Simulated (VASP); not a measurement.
# TiN (Fm-3m) in VASP: a series of runs

TiN is run at these levels: PBEsol; tasks: relaxation of cell and atoms, single point.

Program: VASP 6.6.1. These are calculated values, not measurements. Logs are shortened: lines on timing, memory, paths and dates and some standing lists are left out, and cuts for length are marked.

### 1 The cell of the first run

Symmetry: Fm-3m, No. 225, cubic system. The conventional cell has a = 4.244 Å, b = 4.244 Å, c = 4.244 Å, α = 90.00°, β = 90.00°, γ = 90.00°. Ti (site symmetry m-3m) has 6 N at 2.12 Å within 2.8 Å. Within 2.8 Å of N (site symmetry m-3m) lie 6 Ti at 2.12 Å.

### 2 Relaxation of cell and atoms, PBEsol

The input, INCAR:

```
SYSTEM = TiN
  PREC = Accurate
  ENCUT = 600
  EDIFF = 1E-6
  ISMEAR = 0
  SIGMA = 0.1
  LREAL = .False.
  LASPH = .True.
  NELM = 80
  ALGO = Normal
  ISIF = 3
  LWAVE = .False.
  LCHARG = .False.
  GGA = PS
  IBRION = 2
  NSW = 100
  EDIFFG = -0.005
```

The input, KPOINTS:

```
Automatic mesh
0
Gamma
  18 18 18
  0 0 0
```

The input, POSCAR:

```
TiN
1.0
    0.0000000000      2.1220000000      2.1220000000
    2.1220000000      0.0000000000      2.1220000000
    2.1220000000      2.1220000000      0.0000000000
Ti N
1 1
Direct
    0.0000000000      0.0000000000      0.0000000000
    0.5000000000      0.5000000000      0.5000000000
```

Potentials or basis: VASP PAW PBE potentials, release 64 (Ti_sv, N).

Run with:

```console
cat potpaw_PBE.64/Ti_sv/POTCAR potpaw_PBE.64/N/POTCAR > POTCAR
mpirun -np 1 vasp_std > vasp.out
```

OUTCAR:

```text
SYSTEM = TiN
   PREC = Accurate
   ENCUT = 600
   EDIFF = 1E-6
   ISMEAR = 0
   LREAL = .False.
   LASPH = .True.
   NELM = 80
   ISIF = 3
   GGA = PS
   IBRION = 2
   NSW = 100
   EDIFFG = -0.005

 ion  position               nearest neighbor table
   1  0.000  0.000  0.000-   2 2.12   2 2.12   2 2.12   2 2.12   2 2.12   2 2.12
   2  0.500  0.500  0.500-   1 2.12   1 2.12   1 2.12   1 2.12   1 2.12   1 2.12

  LATTYP: Found a face centered cubic cell.
 ALAT       =     4.2440000000

  Lattice vectors:

 A1 = (   0.0000000000,   2.1220000000,   2.1220000000)
 A2 = (   2.1220000000,   0.0000000000,   2.1220000000)
 A3 = (   2.1220000000,   2.1220000000,   0.0000000000)

Analysis of symmetry for initial positions (statically):
=====================================================================
 Subroutine PRICEL returns:
 Original cell was already a primitive cell.

 Routine SETGRP: Setting up the symmetry group for a
 face centered cubic supercell.

 Subroutine GETGRP returns: Found 48 space group operations
 (whereof 48 operations were pure point group operations)
 out of a pool of 48 trial point group operations.

The static configuration has the point symmetry O_h .

Analysis of symmetry for dynamics (positions and initial velocities):
=====================================================================
 Subroutine PRICEL returns:
 Original cell was already a primitive cell.

 Routine SETGRP: Setting up the symmetry group for a
 face centered cubic supercell.

 Subroutine GETGRP returns: Found 48 space group operations
 (whereof 48 operations were pure point group operations)
 out of a pool of 48 trial point group operations.

The dynamic configuration has the point symmetry O_h .

 Subroutine INISYM returns: Found 48 space group operations
 (whereof 48 operations are pure point group operations),
 and found     1 'primitive' translations

----------------------------------------------------------------------------------------

                                     Primitive cell

  volume of cell :      19.1102

  direct lattice vectors                    reciprocal lattice vectors
     0.000000000  2.122000000  2.122000000    -0.235626767  0.235626767  0.235626767
     2.122000000  0.000000000  2.122000000     0.235626767 -0.235626767  0.235626767
     2.122000000  2.122000000  0.000000000     0.235626767  0.235626767 -0.235626767

  length of vectors
     3.000961179  3.000961179  3.000961179     0.408117532  0.408117532  0.408117532

  position of ions in fractional coordinates (direct lattice)
     0.000000000  0.000000000  0.000000000
     0.500000000  0.500000000  0.500000000

  ion indices of the primitive-cell ions
   primitive index   ion index
                 1           1
                 2           2

----------------------------------------------------------------------------------------

 KPOINTS: Automatic mesh

Automatic generation of k-mesh.
 Grid dimensions read from file:
 generate k-points for:   18   18   18

 Generating k-lattice:

  Cartesian coordinates                     Fractional coordinates (reciprocal lattice)
    -0.013090376  0.013090376  0.013090376     0.055555556  0.000000000  0.000000000
     0.013090376 -0.013090376  0.013090376     0.000000000  0.055555556  0.000000000
     0.013090376  0.013090376 -0.013090376     0.000000000  0.000000000  0.055555556

  Length of vectors
     0.022673196  0.022673196  0.022673196

  Shift w.r.t. Gamma in fractional coordinates (k-lattice)
     0.000000000  0.000000000  0.000000000

 Subroutine IBZKPT returns following result:
 ===========================================

 Found    195 irreducible k-points:

 Following reciprocal coordinates:
            Coordinates               Weight
  0.000000  0.000000  0.000000      1.000000
  0.055556  0.000000  0.000000      8.000000
  0.111111  0.000000  0.000000      8.000000
  0.166667  0.000000  0.000000      8.000000
  0.222222  0.000000  0.000000      8.000000
  0.277778  0.000000  0.000000      8.000000
[... 16 lines left out ...]
 -0.277778  0.055556  0.000000     24.000000
 -0.222222  0.055556  0.000000     24.000000
 [... further k-points ...]
   k-points           NKPTS =    195   k-points in BZ     NKDIM =    195   number of bands    NBANDS=     12
   number of dos      NEDOS =    301   number of ions     NIONS =      2
   total plane-waves  NPLWV =  13824
   dimension x,y,z NGX =    24 NGY =   24 NGZ =   24
   dimension x,y,z NGXF=    48 NGYF=   48 NGZF=   48
   ions per type =               1   1
   NGX,Y,Z   is equivalent  to a cutoff of  13.30, 13.30, 13.30 a.u.
   NGXF,Y,Z  is equivalent  to a cutoff of  26.59, 26.59, 26.59 a.u.
 SYSTEM =  TiN
   PREC   = accura    normal or accurate (medium, high low for compatibility)
   ISTART =      0    job   : 0-new  1-cont  2-samecut
   ICHARG =      2    charge: 1-file 2-atom 10-const
   ISPIN  =      1    spin polarized calculation?
   LNONCOLLINEAR =      F non collinear calculations
   LSORBIT =      F    spin-orbit coupling
   LASPH  =      T    aspherical Exc in radial PAW
   ENCUT  =  600.0 eV  44.10 Ry    6.64 a.u.   5.99  5.99  5.99*2*pi/ulx,y,z
   NELM   =     80;   NELMIN=  2; NELMDL= -5     # of ELM steps
   EDIFF  = 0.1E-05   stopping-criterion for ELM
   LREAL  =      F    real-space projection
   EDIFFG = -.5E-02   stopping-criterion for IOM
   NSW    =    100    number of steps for IOM
   IBRION =      2    ionic relax: 0-MD 1-quasi-New 2-CG
   NFREE  =      1    steps in history (QN), initial steepest desc. (CG)
   ISIF   =      3    stress and relaxation
   ISYM   =      2    0-nonsym 1-usesym 2-fastsym
   POTIM  = 0.5000    time-step for ionic-motion
   TEBEG  =    0.0;   TEEND  =   0.0 temperature during run
   PSTRESS=    0.0 pullay stress
   NELECT =      17.0000    total number of electrons
   NUPDOWN=      -1.0000    fix difference up-down
   EMIN   =  10.00;   EMAX   =-10.00  energy-range for DOS
   EFERMI =   0.00;   METHOD = LEGACY
   ISMEAR =     0;   SIGMA  =   0.10  broadening in eV -4-tet -1-fermi 0-gaus
   EFERMI_NEDOS =   21; number of points for ismear=-14 and -15
   IALGO  =     38    algorithm
   IMIX   =      4    mixing-type and parameters
     AMIX     =   0.40;   BMIX     =  1.00
     AMIX_MAG =   1.60;   BMIX_MAG =  1.00
  volume/ion in A,a.u.               =       9.56        64.48
  Fermi-wavevector in a.u.,A,eV,Ry     =   1.574475  2.975326 33.728454  2.478971
  Thomas-Fermi vector in A             =   2.675604
   LORBIT       =      0    0 simple, 1 ext, 2 COOP (PROOUT), +10 PAW based schemes
   GGA     = PS    functional components
   LHFCALC =     F    Hartree Fock is set to
   AEXX    =    0.0000 exact exchange contribution
   IVDW    =     0    specifies the selected vdW correction
   LEPSILON=     F    determine dielectric tensor
   LRPA    =     F    only Hartree local field effects (RPA)
 conjugate gradient relaxation of ions
 non-spin polarized calculation
 Gauss-broadening in eV      SIGMA  =   0.10
  energy-cutoff  :      600.00
  volume of cell :       19.11
 maximum number of plane-waves:       650
   NGX = 11   NGY = 11   NGZ = 11

--------------------------------------- Ionic step        1  -------------------------------------------

 number of electron      17.0000002 magnetization

 Free energy of the ion-electron system (eV)
  ---------------------------------------------------
  ext. energy  EPLUGINS =         0.00000000
  ---------------------------------------------------
  free energy    TOTEN  =       -20.77211950 eV

  energy without entropy =      -20.76792121  energy(sigma->0) =      -20.77002035

------------------------ aborting loop because EDIFF is reached ----------------------------------------

  FORCE on cell =-STRESS in cart. coord.  units (eV):
  Direction    XX          YY          ZZ          XY          YZ          ZX
  --------------------------------------------------------------------------------------
  -------------------------------------------------------------------------------------
  Total       -0.9225750     -0.9225750     -0.9225750      0.0000000     -0.0000000      0.0000000
  in kB      -77.3474756    -77.3474756    -77.3474756      0.0000000     -0.0000000      0.0000000
  external PRESSURE =     -77.3474756 kB  Pullay stress =       0.0000000 kB
[... 57 lines left out ...]
  energy  without entropy=      -20.7520925830  energy(sigma->0) =      -20.75398160

--------------------------------------- Ionic step        3  -------------------------------------------

 number of electron      16.9999998 magnetization

 Free energy of the ion-electron system (eV)
  ---------------------------------------------------
  ext. energy  EPLUGINS =         0.00000000
  ---------------------------------------------------
  free energy    TOTEN  =       -20.78476624 eV

  energy without entropy =      -20.78074125  energy(sigma->0) =      -20.78275375

 E-fermi :  11.6538     XC(G=0): -13.3634

 val. band max:       11.6179198549   @ k =  -0.1667   0.1111   0.0000
 cond. band min:      11.6624490395   @ k =   0.4444   0.2222   0.1111
 fundamental gap:      0.0445291846
 Fermi energy:        11.6538398376

 k-point     1 :       0.0000    0.0000    0.0000
  band No.  band energies     occupation
      1     -45.9143      2.00000
      2     -21.9751      2.00000
      3     -21.9751      2.00000
      4     -21.9751      2.00000
      5      -5.5401      2.00000
      6       9.6048      2.00000
      7       9.6048      2.00000
      8       9.6048      2.00000
      9      11.0037      2.00000
     10      11.0037      2.00000
     11      11.0037      2.00000
     12      12.2520      0.00000
[... 331 lines left out ...]
 k-point    24 :      -0.2222    0.0556    0.0000
  band No.  band energies     occupation
      1     -45.8599      2.00000
      2     -22.3271      2.00000
      3     -22.0285      2.00000
      4     -21.9950      2.00000
      5      -4.4409      2.00000
      6       6.0797      2.00000
      7       7.1481      2.00000
      8       7.4699      2.00000
      9      11.8959      0.00062
     10      12.1173      0.00000
     11      12.6249      0.00000
     12      14.7181      0.00000

 [... further k-points ...]
[... 5 lines left out ...]
  --------------------------------------------------------------------------------------
  -------------------------------------------------------------------------------------
  Total       -0.0058167     -0.0058167     -0.0058167     -0.0000000      0.0000000     -0.0000000
  in kB       -0.5010010     -0.5010010     -0.5010010     -0.0000000      0.0000000     -0.0000000
  external PRESSURE =      -0.5010010 kB  Pullay stress =       0.0000000 kB
[... 17 lines left out ...]
  FREE ENERGIE OF THE ION-ELECTRON SYSTEM (eV)
  ---------------------------------------------------
  free  energy   TOTEN  =       -20.7847662419 eV

  energy  without entropy=      -20.7807412514  energy(sigma->0) =      -20.78275375

 reached required accuracy - stopping structural energy minimisation
```

It took 74 s on 1 thread of Intel Xeon 6975P-C, shared host; peak memory 0.19 GiB.

What came out:

| Property | Result |
| --- | --- |
| Free energy | -20.7848 eV |
| Relaxed volume | 9.30 Å³/atom |
| Relaxed cell | a = 2.974 Å, b = 2.974 Å, c = 2.974 Å, α = 60.00°, β = 60.00°, γ = 60.00° |
| Space group after relaxing (to 0.05 Å) | Fm-3m (No. 225) |
| Energy gained by relaxing | 6.3 meV/atom |
| Ionic steps | 3 |
| Pressure after relaxing | -0.1 GPa |

The path:
| step | energy change (eV) | largest force (eV/Å) | pressure (GPa) | volume (Å³) |
| --- | --- | --- | --- | --- |
| 1 | 0.0000 | 0.0000 | -7.73 | 19.11 |
| 2 | 0.0162 | 0.0000 | 13.07 | 17.86 |
| 3 | -0.0126 | 0.0000 | -0.05 | 18.60 |

Final structure:
```cif
data_structure
_symmetry_space_group_name_H-M 'P 1'
_symmetry_Int_Tables_number 1
_cell_length_a 2.9741
_cell_length_b 2.9741
_cell_length_c 2.9741
_cell_angle_alpha 60.000
_cell_angle_beta 60.000
_cell_angle_gamma 60.000
_cell_volume 18.60
loop_
_atom_site_label
_atom_site_type_symbol
_atom_site_fract_x
_atom_site_fract_y
_atom_site_fract_z
_atom_site_occupancy
Ti1 Ti 0.00000 0.00000 0.00000 1
N1 N 0.50000 0.50000 0.50000 1
```

Levels at points of the mesh, in eV from the Fermi level:
| k point | band 5 | band 6 | band 7 | band 8 | band 9 | band 10 | band 11 | band 12 |
| --- | --- | --- | --- | --- | --- | --- | --- | --- |
| (0.00, 0.00, 0.00) | -17.19 | -2.05 | -2.05 | -2.05 | -0.65 | -0.65 | -0.65 | 0.60 |
| (0.50, 0.00, 0.00) | -14.58 | -8.27 | -5.62 | -5.62 | 1.78 | 1.78 | 2.48 | 5.98 |
| (0.50, 0.50, 0.00) | -15.75 | -5.90 | -3.25 | -3.25 | -3.22 | 1.72 | 2.52 | 2.52 |

Caveat: the PAW data sets were made with another functional, which shifts forces and pressure a little.

### 3 Single point, PBEsol

This run uses another cell than the first one, of 9.29 Å³/atom, 0.972 times its volume.

The input, INCAR:

```
PREC = Accurate
ENCUT = 520
EDIFF = 1E-6
ISMEAR = 0
SIGMA = 0.15
LREAL = F
LASPH = T
NELM = 60
ALGO = Normal
ISIF = 2
LWAVE = F
LCHARG = F
GGA = PS
NBANDS = 16
```

The input, KPOINTS:

```
regular mesh
0
Gamma
  14 14 14
```

The input, POSCAR:

```
TiN
1.0
    0.0000000000      2.1019668650      2.1019668650
    2.1019668650      0.0000000000      2.1019668650
    2.1019668650      2.1019668650      0.0000000000
Ti N
1 1
Direct
    0.0000000000      0.0000000000      0.0000000000
    0.5000000000      0.5000000000      0.5000000000
```

Potentials or basis: VASP PAW PBE potentials, release 64 (Ti_sv, N).

Run with:

```console
cat potpaw_PBE.64/Ti_sv/POTCAR potpaw_PBE.64/N/POTCAR > POTCAR
mpirun -np 1 vasp_std > vasp.out
```

It took 39 s on 1 thread of Intel Xeon 8259CL, shared host; peak memory 0.16 GiB.

It converged, with:

- Free energy: -20.7831 eV
- Pressure: 0.5 GPa

Levels at points of the mesh, in eV from the Fermi level:
| k point | band 7 | band 8 | band 9 | band 10 | band 11 | band 12 |
| --- | --- | --- | --- | --- | --- | --- |
| (0.00, 0.00, 0.00) | -2.05 | -2.05 | -0.66 | -0.66 | -0.66 | 0.59 |
| (0.50, 0.00, 0.00) | -5.63 | -5.63 | 1.78 | 1.78 | 2.48 | 5.99 |
| (0.50, 0.50, 0.00) | -3.26 | -3.26 | -3.23 | 1.72 | 2.52 | 2.52 |

Caveat: the PAW data sets were made with another functional, which shifts forces and pressure a little.
